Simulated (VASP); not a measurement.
# Cs3Cl2 (Pm-3m) in VASP: further runs, part 2 of 2

VASP 6.6.1. The steps go on from the part before.

## Step 5: Single point, PBE

This run uses another cell than the first one, of 59.23 Å³/atom, 0.947 times its volume.

Contents of INCAR:

```
SYSTEM = Cs3Cl2
  PREC = Accurate
  ENCUT = 520
  EDIFF = 1E-7
  ISMEAR = 0
  SIGMA = 0.1
  LREAL = .False.
  LASPH = .True.
  NELM = 100
  ALGO = Normal
  ISIF = 2
  LWAVE = .False.
  LCHARG = .True.
  GGA = PE
  LELF = .True.
  LVHAR = .True.
  NBANDS = 28
```

Contents of KPOINTS:

```
Automatic mesh
0
Gamma
  4 4 4
  0 0 0
```

Contents of POSCAR:

```
Cs3Cl2
1.0
    6.6654562703      0.0000000000      0.0000000000
    0.0000000000      6.6654562703      0.0000000000
    0.0000000000      0.0000000000      6.6654562703
Cs Cl
3 2
Direct
    0.0000000000      0.5000000000      0.5000000000
    0.5000000000      0.0000000000      0.5000000000
    0.5000000000      0.5000000000      0.0000000000
    0.0000000000      0.0000000000      0.0000000000
    0.5000000000      0.5000000000      0.5000000000
```

Potentials or basis: VASP PAW PBE potentials, release 64 (Cs_sv, Cl).

Command:

```sh
cat potpaw_PBE.64/Cs_sv/POTCAR potpaw_PBE.64/Cl/POTCAR > POTCAR
mpirun -np 1 vasp_std > vasp.out
```

OUTCAR:

```text
SYSTEM = Cs3Cl2
   PREC = Accurate
   ENCUT = 520
   EDIFF = 1E-7
   ISMEAR = 0
   LREAL = .False.
   LASPH = .True.
   NELM = 100
   ISIF = 2
   GGA = PE

 ion  position               nearest neighbor table
   1  0.000  0.500  0.500-
   2  0.500  0.000  0.500-
   3  0.500  0.500  0.000-
   4  0.000  0.000  0.000-
   5  0.500  0.500  0.500-

  LATTYP: Found a simple cubic cell.
 ALAT       =     6.6654562703

  Lattice vectors:

 A1 = (   6.6654562703,   0.0000000000,   0.0000000000)
 A2 = (   0.0000000000,   6.6654562703,   0.0000000000)
 A3 = (   0.0000000000,   0.0000000000,   6.6654562703)

Analysis of symmetry for initial positions (statically):
=====================================================================
 Subroutine PRICEL returns:
 Original cell was already a primitive cell.

 Routine SETGRP: Setting up the symmetry group for a
 simple cubic supercell.

 Subroutine GETGRP returns: Found 48 space group operations
 (whereof 48 operations were pure point group operations)
 out of a pool of 48 trial point group operations.
[... 154 lines left out ...]

 E-fermi :   2.3693     XC(G=0):  -6.4100

 val. band max:        2.3217756175   @ k =   0.5000   0.0000   0.0000
 cond. band min:       2.5658425960   @ k =   0.5000   0.2500   0.0000
 fundamental gap:      0.2440669784
 Fermi energy:         2.3693496016

 k-point     1 :       0.0000    0.0000    0.0000
  band No.  band energies     occupation
      1     -22.2083      2.00000
      2     -22.1553      2.00000
      3     -22.1553      2.00000
      4     -15.3141      2.00000
      5     -12.9715      2.00000
      6      -9.3057      2.00000
[... 299 lines left out ...]
     27       4.3660      0.00000
     28       4.4184      0.00000

------------------------ aborting loop because EDIFF is reached ----------------------------------------

  FORCE on cell =-STRESS in cart. coord.  units (eV):
  Direction    XX          YY          ZZ          XY          YZ          ZX
  --------------------------------------------------------------------------------------
  -------------------------------------------------------------------------------------
  Total        0.7440102      0.7440102      0.7440102     -0.0000000     -0.0000000      0.0000000
  in kB        4.0253143      4.0253143      4.0253143     -0.0000000     -0.0000000      0.0000000
  external PRESSURE =       4.0253143 kB  Pullay stress =       0.0000000 kB

 VOLUME and BASIS-vectors are now :
 -----------------------------------------------------------------------------
  energy-cutoff  :      520.00
  volume of cell :      296.13
      direct lattice vectors                 reciprocal lattice vectors
     6.665456270  0.000000000  0.000000000     0.150027239  0.000000000  0.000000000
     0.000000000  6.665456270  0.000000000     0.000000000  0.150027239  0.000000000
     0.000000000  0.000000000  6.665456270     0.000000000  0.000000000  0.150027239

 POSITION                                       TOTAL-FORCE (eV/Angst)
 -----------------------------------------------------------------------------------
      0.00000      3.33273      3.33273         0.000000      0.000000      0.000000
      3.33273      0.00000      3.33273         0.000000      0.000000      0.000000
      3.33273      3.33273      0.00000         0.000000      0.000000      0.000000
      0.00000      0.00000      0.00000         0.000000      0.000000      0.000000
      3.33273      3.33273      3.33273         0.000000      0.000000      0.000000
 -----------------------------------------------------------------------------------
    total drift:                                0.000000     -0.000000      0.000000

  FREE ENERGIE OF THE ION-ELECTRON SYSTEM (eV)
  ---------------------------------------------------
  free  energy   TOTEN  =       -12.5712988904 eV

  energy  without entropy=      -12.5677304832  energy(sigma->0) =      -12.56951469
```

stdout:

```text
POSCAR found type information on POSCAR CsCl
 POSCAR found :  2 types and       5 ions
 scaLAPACK will be used
 LDA part: xc-table for (Slater+PW92), standard interpolation
 POSCAR, INCAR and KPOINTS ok, starting setup
 FFT: planning ... GRIDC
 FFT: planning ... GRID_SOFT
 FFT: planning ... GRID
 WAVECAR not read
 entering main loop
```

Run time: 93 s. Hardware: 1 thread of Intel Xeon Platinum 8259CL at 2.50GHz (Skylake/Cascade Lake), shared host; peak memory 0.35 GiB.

What came out:

| Item | Value |
| --- | --- |
| Free energy | -12.5713 eV |
| Pressure | 0.4 GPa |

Levels at points of the mesh, in eV from the Fermi level:
| k point | band 17 | band 18 | band 19 | band 20 | band 21 | band 22 | band 23 | band 24 |
| --- | --- | --- | --- | --- | --- | --- | --- | --- |
| (0.00, 0.00, 0.00) | -5.61 | -3.73 | -3.73 | -3.73 | -1.28 | 0.27 | 0.27 | 0.46 |
| (0.50, 0.00, 0.00) | -5.64 | -3.85 | -3.75 | -3.75 | -0.09 | -0.05 | 0.66 | 1.13 |
| (0.50, 0.50, 0.00) | -5.67 | -3.80 | -3.80 | -3.77 | 0.73 | 0.73 | 0.92 | 1.11 |
| (0.50, 0.50, 0.50) | -6.32 | -3.76 | -3.76 | -3.76 | 0.53 | 0.65 | 0.65 | 0.65 |

Caveat: spin-orbit coupling is left out, which moves the levels of the heavy elements; an odd number of electrons without spin polarisation forces a metal; a magnetic or distorted state may lie lower.

## Step 6: Summary

| task | cell | k mesh | cutoff (eV) | gap on the mesh (eV) | pressure (GPa) |
| --- | --- | --- | --- | --- | --- |
| single point | a = 6.788 Å, 5 atoms | 6 × 6 × 6 | 520 | none | 0.0 |
| relaxation of cell and atoms | relaxed from a = 6.665 Å, 5 atoms | 6 × 6 × 6 | 600 | none | 0.0 |
| single point | a = 6.185 Å, 5 atoms | 4 × 4 × 4 | 520 | none | 3.3 |
| single point | a = 6.665 Å, 5 atoms | 4 × 4 × 4 | 520 | none | 0.4 |

Alike in all rows: level PBE; potentials or basis VASP PAW PBE potentials, release 64 (Cs_sv, Cl); no spin polarisation; smearing gaussian 0.1 eV.

Caveats: spin-orbit coupling is left out, which moves the levels of the heavy elements; an odd number of electrons without spin polarisation forces a metal; a magnetic or distorted state may lie lower.

Total energies depend on the potentials used, so only differences within one code and one set of settings carry meaning.
